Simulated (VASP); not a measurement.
# ZnS (R3m) in VASP: single point with PBEsol

Aim: the single point of ZnS with PBEsol.

Program: VASP 6.6.1. These are calculated values, not measurements. Logs are shortened: lines on timing, memory, paths and dates and some standing lists are left out, and cuts for length are marked.

**1. The cell of the first run**

The structure is trigonal, space group R3m (No. 160). The conventional cell has a = 3.806 Å, b = 3.806 Å, c = 28.056 Å, α = 90.00°, β = 90.00°, γ = 120.00°. Within 3.1 Å of Zn (site symmetry 3m) lie 4 S at 2.33 to 2.34 Å. Zn (site symmetry 3m) has 4 S at 2.33 Å within 3.1 Å. Zn (site symmetry 3m) has 4 S at 2.33 to 2.34 Å within 3.1 Å. S (site symmetry 3m) has 4 Zn at 2.33 to 2.34 Å within 3.1 Å. Within 3.1 Å of S (site symmetry 3m) lie 4 Zn at 2.33 to 2.34 Å. S (site symmetry 3m) has 4 Zn at 2.33 Å within 3.1 Å.

**2. Single point, PBEsol**

File INCAR:

```
  PREC = Accurate
  ENCUT = 520
  EDIFF = 1E-7
  ISMEAR = 0
  SIGMA = 0.1
  LREAL = False
  LASPH = True
  NELM = 60
  ALGO = Normal
  ISIF = 2
  LWAVE = False
  LCHARG = False
  GGA = PS
  NBANDS = 36
```

File KPOINTS:

```
Automatic mesh
0
Gamma
  6 6 6
```

File POSCAR:

```
ZnS
1.0
    1.9030712007      1.0987386700      9.3519478348
   -1.9030712007      1.0987386700      9.3519478348
    0.0000000000     -2.1974773400      9.3519478348
Zn S
3 3
Direct
    0.9999711400      0.9999711400      0.9999711400
    0.2222694100      0.2222694100      0.2222694100
    0.4446134400      0.4446134400      0.4446134400
    0.0832671700      0.0832671700      0.0832671700
    0.5278423000      0.5278423000      0.5278423000
    0.3053625400      0.3053625400      0.3053625400
```

Potentials or basis: VASP PAW PBE potentials, release 64 (Zn, S).

Run with:

```console
> cat potpaw_PBE.64/Zn/POTCAR potpaw_PBE.64/S/POTCAR > POTCAR
> mpirun -np 1 vasp_std > vasp.out
```

OUTCAR:

```text
PREC = Accurate
   ENCUT = 520
   EDIFF = 1E-7
   ISMEAR = 0
   LREAL = False
   LASPH = True
   NELM = 60
   ISIF = 2
   GGA = PS

 ion  position               nearest neighbor table
   1  1.000  1.000  1.000-   6 2.33   6 2.33   6 2.33   4 2.34
   2  0.222  0.222  0.222-   6 2.33   5 2.33   5 2.33   5 2.33
   3  0.445  0.445  0.445-   4 2.33   4 2.33   4 2.33   5 2.34
   4  0.083  0.083  0.083-   3 2.33   3 2.33   3 2.33   1 2.34
   5  0.528  0.528  0.528-   2 2.33   2 2.33   2 2.33   3 2.34
   6  0.305  0.305  0.305-   2 2.33   1 2.33   1 2.33   1 2.33

  LATTYP: Found a trigonal (rhomboedric) cell.
 ALAT       =     9.6066557638
 COS(alpha) =     0.9215133826

  Lattice vectors:

 A1 = (   1.9030712007,   1.0987386700,   9.3519478348)
 A2 = (  -1.9030712007,   1.0987386700,   9.3519478348)
 A3 = (   0.0000000000,  -2.1974773400,   9.3519478348)

Analysis of symmetry for initial positions (statically):
=====================================================================
 Subroutine PRICEL returns:
 Original cell was already a primitive cell.

 Routine SETGRP: Setting up the symmetry group for a
 trigonal (rhombohedral) supercell.

 Subroutine GETGRP returns: Found  6 space group operations
 (whereof  6 operations were pure point group operations)
 out of a pool of 12 trial point group operations.

The static configuration has the point symmetry C_3v.

Analysis of symmetry for dynamics (positions and initial velocities):
=====================================================================
 Subroutine PRICEL returns:
 Original cell was already a primitive cell.

 Routine SETGRP: Setting up the symmetry group for a
 trigonal (rhombohedral) supercell.

 Subroutine GETGRP returns: Found  6 space group operations
 (whereof  6 operations were pure point group operations)
 out of a pool of 12 trial point group operations.

The dynamic configuration has the point symmetry C_3v.

 Subroutine INISYM returns: Found  6 space group operations
 (whereof  6 operations are pure point group operations),
 and found     1 'primitive' translations

----------------------------------------------------------------------------------------

                                     Primitive cell

  volume of cell :     117.3283

  direct lattice vectors                    reciprocal lattice vectors
     1.903071201  1.098738670  9.351947835     0.262733207  0.151689088  0.035643199
[... 92 lines left out ...]
   ENCUT  =  520.0 eV  38.22 Ry    6.18 a.u.  17.86 17.86 17.86*2*pi/ulx,y,z
   NELM   =     60;   NELMIN=  2; NELMDL= -5     # of ELM steps
   EDIFF  = 0.1E-06   stopping-criterion for ELM
   LREAL  =      F    real-space projection
   EDIFFG = 0.1E-05   stopping-criterion for IOM
   NSW    =      0    number of steps for IOM
   IBRION =     -1    ionic relax: 0-MD 1-quasi-New 2-CG
   NFREE  =      0    steps in history (QN), initial steepest desc. (CG)
   ISIF   =      2    stress and relaxation
   ISYM   =      2    0-nonsym 1-usesym 2-fastsym
   POTIM  = 0.5000    time-step for ionic-motion
   TEBEG  =    0.0;   TEEND  =   0.0 temperature during run
   PSTRESS=    0.0 pullay stress
   NELECT =      54.0000    total number of electrons
   NUPDOWN=      -1.0000    fix difference up-down
   EMIN   =  10.00;   EMAX   =-10.00  energy-range for DOS
   EFERMI =   0.00;   METHOD = LEGACY
   ISMEAR =     0;   SIGMA  =   0.10  broadening in eV -4-tet -1-fermi 0-gaus
   EFERMI_NEDOS =   21; number of points for ismear=-14 and -15
   IALGO  =     38    algorithm
   IMIX   =      4    mixing-type and parameters
     AMIX     =   0.40;   BMIX     =  1.00
     AMIX_MAG =   1.60;   BMIX_MAG =  1.00
  volume/ion in A,a.u.               =      19.55       131.96
  Fermi-wavevector in a.u.,A,eV,Ry     =   1.263975  2.388566 21.737115  1.597633
  Thomas-Fermi vector in A             =   2.397304
   LORBIT       =      0    0 simple, 1 ext, 2 COOP (PROOUT), +10 PAW based schemes
   GGA     = PS    functional components
   LHFCALC =     F    Hartree Fock is set to
   AEXX    =    0.0000 exact exchange contribution
   IVDW    =     0    specifies the selected vdW correction
   LEPSILON=     F    determine dielectric tensor
   LRPA    =     F    only Hartree local field effects (RPA)
 non-spin polarized calculation
 Gauss-broadening in eV      SIGMA  =   0.10
  energy-cutoff  :      520.00
  volume of cell :      117.33
 maximum number of plane-waves:      3183
   NGX = 35   NGY = 35   NGZ = 35

 number of electron      53.9999979 magnetization

 Free energy of the ion-electron system (eV)
  ---------------------------------------------------
  ext. energy  EPLUGINS =         0.00000000
  ---------------------------------------------------
  free energy    TOTEN  =       -22.74609911 eV

  energy without entropy =      -22.74609911  energy(sigma->0) =      -22.74609911

 E-fermi :   2.5216     XC(G=0):  -9.8855

 val. band max:        2.1104613906   @ k =   0.0000   0.0000   0.0000
 cond. band min:       4.1715111522   @ k =   0.0000   0.0000   0.0000
 fundamental gap:      2.0610497616
 Fermi energy:         2.5216001768

 k-point     1 :       0.0000    0.0000    0.0000
  band No.  band energies     occupation
      1     -11.1252      2.00000
      2     -10.4424      2.00000
      3     -10.4321      2.00000
      4      -4.3042      2.00000
      5      -4.2942      2.00000
      6      -4.2942      2.00000
[... 925 lines left out ...]
     35       9.6092      0.00000
     36      10.7315      0.00000

 [... further k-points ...]
[... 5 lines left out ...]
  --------------------------------------------------------------------------------------
  -------------------------------------------------------------------------------------
  Total       -0.8180296     -0.8180296     -0.8179848      0.0000000      0.0000000      0.0000000
  in kB      -11.1706083    -11.1706083    -11.1699970      0.0000000      0.0000000      0.0000000
  external PRESSURE =     -11.1704046 kB  Pullay stress =       0.0000000 kB

 VOLUME and BASIS-vectors are now :
 -----------------------------------------------------------------------------
  energy-cutoff  :      520.00
  volume of cell :      117.33
      direct lattice vectors                 reciprocal lattice vectors
     1.903071201  1.098738670  9.351947835     0.262733207  0.151689088  0.035643199
    -1.903071201  1.098738670  9.351947835    -0.262733207  0.151689088  0.035643199
     0.000000000 -2.197477340  9.351947835     0.000000000 -0.303378176  0.035643199

 POSITION                                       TOTAL-FORCE (eV/Angst)
 -----------------------------------------------------------------------------------
      0.00000      0.00000     28.05503         0.000000      0.000000     -0.001239
      0.00000      0.00000      6.23596         0.000000     -0.000000      0.000582
      0.00000      0.00000     12.47401         0.000000      0.000000     -0.010918
      0.00000      0.00000      2.33613         0.000000      0.000000      0.003634
      0.00000      0.00000     14.80906         0.000000      0.000000     -0.000119
      0.00000      0.00000      8.56720         0.000000      0.000000      0.008059
 -----------------------------------------------------------------------------------
    total drift:                               -0.000000     -0.000000      0.000349

  FREE ENERGIE OF THE ION-ELECTRON SYSTEM (eV)
  ---------------------------------------------------
  free  energy   TOTEN  =       -22.7460991118 eV

  energy  without entropy=      -22.7460991117  energy(sigma->0) =      -22.74609911
```

stdout:

```text
POSCAR found type information on POSCAR ZnS
 POSCAR found :  2 types and       6 ions
 scaLAPACK will be used
 -----------------------------------------------------------------------------
|                                                                             |
|                                                                             |
|     You enforced a specific xc type in the INCAR file but a different       |
|     I HOPE YOU KNOW WHAT YOU ARE DOING!                                     |
|                                                                             |
 -----------------------------------------------------------------------------

 LDA part: xc-table for (Slater+PW92), standard interpolation
 POSCAR, INCAR and KPOINTS ok, starting setup
 FFT: planning ... GRIDC
 FFT: planning ... GRID_SOFT
 FFT: planning ... GRID
 WAVECAR not read
 entering main loop
```

Wall time 18 min (1 thread of AMD EPYC 7R13 (Zen 3), shared host); peak memory 0.69 GiB.

Results:

```yaml
Free_energy: -22.7461 eV
Pressure: -1.1 GPa
Largest_force: 0.011 eV/Å
Band_gap_on_the_k_mesh: 2.06 eV, direct
```

Forces in eV/Å, atoms in the order of the input:
```
Zn   0.000  0.000 -0.001
Zn   0.000  0.000  0.001
Zn   0.000  0.000 -0.011
S    0.000  0.000  0.004
S    0.000  0.000  0.000
S    0.000  0.000  0.008
```

Levels at points of the mesh, in eV from the valence-band top:
| k point | band 25 | band 26 | band 27 | band 28 | band 29 | band 30 |
| --- | --- | --- | --- | --- | --- | --- |
| (0.00, 0.00, 0.00) | -0.06 | 0.00 | 0.00 | 2.06 | 3.21 | 3.36 |
| (0.50, 0.00, 0.00) | -1.97 | -1.33 | -0.90 | 3.19 | 3.78 | 3.94 |
| (0.50, 0.50, 0.00) | -1.30 | -1.29 | -1.29 | 3.20 | 3.51 | 4.16 |
| (0.50, 0.50, 0.50) | -0.26 | -0.24 | -0.24 | 3.06 | 3.19 | 3.33 |

Caveat: the PAW data sets were made with another functional, which shifts forces and pressure a little.
